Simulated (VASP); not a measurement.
CsSbSI2:

```
Cs I Sb S
1.0
     6.32170    0.00000    0.00000
     0.00000    6.32170    0.00000
     0.00000    0.00000    5.08504
Cs I Sb S
1 2 1 1
Direct
  0.00000 0.00000 0.00000
  0.50000 0.00000 0.50000
  0.00000 0.50000 0.50000
  0.50000 0.50000 0.50000
  0.50000 0.50000 0.00000
```

- Program: VASP 6.6.1
- Task: relaxation of cell and atoms
- Functional: PBEsol
- Dispersion: D4
- Potentials or basis: VASP PAW PBE potentials, release 64 (Cs_sv, I, Sb, S)
- Cutoff: 600 eV
- k mesh: 4 × 4 × 5
- Occupations: fermi-dirac, width 0.05 eV
- Spin: no spin polarisation

At the start: pressure -1.7 GPa; volume 40.64 Å³/atom.

Question: How do energy, volume and symmetry change on relaxing?

Answer: Over 8 steps the energy falls by 24.3 meV/atom and the volume is 37.40 Å³/atom (-8.0 %); space group P4/mmm (No. 123, to 0.1 Å) before and after.

The path:
```csv
step,energy change (eV),largest force (eV/Å),pressure (GPa),volume (Å³)
1,0.0000,0.0000,-1.68,203.22
2,-0.1025,0.0000,-0.38,190.95
3,-0.1118,0.0000,0.19,186.78
4,-0.1119,0.0000,0.24,186.40
5,-0.1216,0.0000,0.06,186.65
6,-0.1217,0.0000,0.04,186.68
7,-0.1217,0.0000,0.05,186.67
8,-0.1217,0.0000,0.00,186.98
```

Final structure:
```yaml
crystal:
  lattice:
    - [6.06128, 0.00000, 0.00000]
    - [0.00000, 6.06128, 0.00000]
    - [0.00000, 0.00000, 5.08948]
  atoms:
    - { symbol: Cs, position: [0.00000, 0.00000, 0.00000] }
    - { symbol: I, position: [0.50000, 0.00000, 0.50000] }
    - { symbol: I, position: [0.00000, 0.50000, 0.50000] }
    - { symbol: Sb, position: [0.50000, 0.50000, 0.50000] }
    - { symbol: S, position: [0.50000, 0.50000, 0.00000] }
```

Caveat: the PAW data sets were made with another functional, which shifts forces and pressure a little.
